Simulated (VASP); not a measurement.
# LaTe in VASP: a series of runs, part 2 of 2

VASP 6.6.1.

## 4. Electric field gradients, LDA (equal xx and yy strain of +2 %)

Input file INCAR:

```
SYSTEM = LaTe
PREC = Accurate
ENCUT = 520
EDIFF = 1E-8
ISMEAR = -1
SIGMA = 0.08
LREAL = .False.
LASPH = .True.
NELM = 100
ALGO = Normal
ISIF = 2
LWAVE = .False.
LCHARG = .False.
LEFG = .True.
NBANDS = 16
```

Input file KPOINTS:

```
regular mesh
0
Gamma
  10 10 10
  0 0 0
```

Input file POSCAR:

```
LaTe
1.0
    0.0000000000      3.2752200000      3.2110000000
    3.2752200000      0.0000000000      3.2110000000
    3.2752200000      3.2752200000      0.0000000000
La Te
1 1
Direct
    0.0000000000      0.0000000000      0.0000000000
    0.5000000000      0.5000000000      0.5000000000
```

Potentials or basis: VASP PAW LDA potentials, release 64 (La, Te).

Run with:

```
$ cat potpaw_LDA.64/La/POTCAR potpaw_LDA.64/Te/POTCAR > POTCAR
$ mpirun -np 1 vasp_std > vasp.out
```

OUTCAR:

```text
SYSTEM = LaTe
   PREC = Accurate
   ENCUT = 520
   EDIFF = 1E-8
   ISMEAR = -1
   LREAL = .False.
   LASPH = .True.
   NELM = 100
   ISIF = 2

 ion  position               nearest neighbor table
   1  0.000  0.000  0.000-   2 3.21   2 3.21   2 3.28   2 3.28   2 3.28   2 3.28
   2  0.500  0.500  0.500-   1 3.21   1 3.21   1 3.28   1 3.28   1 3.28   1 3.28

  LATTYP: Found a body centered tetragonal cell.
 ALAT       =     4.6318605438
 C/A-ratio  =     1.3864838847

  Lattice vectors:

 A1 = (   0.0000000000,  -3.2752200000,  -3.2110000000)
 A2 = (   0.0000000000,   3.2752200000,  -3.2110000000)
 A3 = (   3.2752200000,   0.0000000000,   3.2110000000)

Analysis of symmetry for initial positions (statically):
=====================================================================
 Subroutine PRICEL returns:
 Original cell was already a primitive cell.

 Routine SETGRP: Setting up the symmetry group for a
 body centered tetragonal supercell.

 Subroutine GETGRP returns: Found 16 space group operations
 (whereof 16 operations were pure point group operations)
 out of a pool of 16 trial point group operations.

The static configuration has the point symmetry D_4h.

Analysis of symmetry for dynamics (positions and initial velocities):
=====================================================================
 Subroutine PRICEL returns:
 Original cell was already a primitive cell.

 Routine SETGRP: Setting up the symmetry group for a
 body centered tetragonal supercell.

 Subroutine GETGRP returns: Found 16 space group operations
 (whereof 16 operations were pure point group operations)
 out of a pool of 16 trial point group operations.

The dynamic configuration has the point symmetry D_4h.
[... 151 lines left out ...]
 fundamental gap:      0.0208629866
 Fermi energy:         7.8459725658

 k-point     1 :       0.0000    0.0000    0.0000
  band No.  band energies     occupation
      1     -25.5366      2.00000
      2      -9.2422      2.00000
      3      -9.2304      2.00000
      4      -9.2304      2.00000
      5      -4.4080      2.00000
      6       5.5286      2.00000
[... 433 lines left out ...]
      3      -9.3214      2.00000
      4      -9.3134      2.00000
      5      -3.9033      2.00000
      6       3.6866      2.00000
[... 8 lines left out ...]
     15       9.1758      0.00000
     16       9.2941      0.00000

 [... further k-points ...]
[... 5 lines left out ...]
  --------------------------------------------------------------------------------------
  -------------------------------------------------------------------------------------
  Total       -2.0767056     -2.0767056     -1.0989361      0.0000000     -0.0000000      0.0000000
  in kB      -48.2985697    -48.2985697    -25.5582890      0.0000000     -0.0000000      0.0000000
  external PRESSURE =     -40.7184761 kB  Pullay stress =       0.0000000 kB

 VOLUME and BASIS-vectors are now :
 -----------------------------------------------------------------------------
  energy-cutoff  :      520.00
  volume of cell :       68.89
      direct lattice vectors                 reciprocal lattice vectors
     0.000000000  3.275220000  3.211000000    -0.152661501  0.152661501  0.155714731
     3.275220000  0.000000000  3.211000000     0.152661501 -0.152661501  0.155714731
     3.275220000  3.275220000  0.000000000     0.152661501  0.152661501 -0.155714731

 POSITION                                       TOTAL-FORCE (eV/Angst)
 -----------------------------------------------------------------------------------
      0.00000      0.00000      0.00000         0.000000      0.000000      0.000000
      3.27522      3.27522      3.21100         0.000000      0.000000      0.000000
 -----------------------------------------------------------------------------------
    total drift:                                0.000000      0.000000      0.000000

  FREE ENERGIE OF THE ION-ELECTRON SYSTEM (eV)
  ---------------------------------------------------
  free  energy   TOTEN  =       -12.5632337552 eV

  energy  without entropy=      -12.5293428100  energy(sigma->0) =      -12.54628828

 Electric field gradients (V/A^2)
---------------------------------------------------------------------
 ion       V_xx      V_yy      V_zz      V_xy      V_xz      V_yz
---------------------------------------------------------------------
   1      13.735    13.735   -27.470     0.000     0.000     0.000
   2      15.173    15.173   -30.346    -0.000    -0.000    -0.000
---------------------------------------------------------------------

 Electric field gradients after diagonalization (V/A^2)
 (convention: |V_zz| > |V_xx| > |V_yy|)
----------------------------------------------------------------------
 ion       V_xx      V_yy      V_zz     asymmetry (V_yy - V_xx)/ V_zz
----------------------------------------------------------------------
   1      13.735    13.735   -27.470       0.000
   2      15.173    15.173   -30.346       0.000
----------------------------------------------------------------------

           NMR quadrupolar parameters

 Cq : quadrupolar parameter    Cq=e*Q*V_zz/h
 eta: asymmetry parameters     (V_yy - V_xx)/ V_zz
 Q  : nuclear electric quadrupole moment in mb (millibarn)
----------------------------------------------------------------------
 ion       Cq(MHz)       eta       Q (mb)
----------------------------------------------------------------------
   1      -0.066       0.000       1.000
   2      -0.073       0.000       1.000
----------------------------------------------------------------------
```

Run time: 3.4 min. Hardware: 1 thread of Oxide Virtual Turin-like, shared host; peak memory 0.25 GiB.

Results:

```
Free energy : -12.5632 eV
Pressure    : -4.1 GPa
```

Stress tensor (GPa, compression positive):
```
-4.83  0.00  0.00
 0.00 -4.83  0.00
 0.00  0.00 -2.56
```

Electric field gradients, principal values (V/Å²):
```tsv
atom	least	middle	greatest (by size)
1 La	13.735	13.735	-27.470
2 Te	15.173	15.173	-30.346
```

Caveat: the cell differs from its parent crystal (equal xx and yy strain of +2 %); without QUAD_EFG the Cq values of the log hold for a quadrupole moment of 1 mb, not for the nuclei; spin-orbit coupling is left out, which moves the levels of the heavy elements.
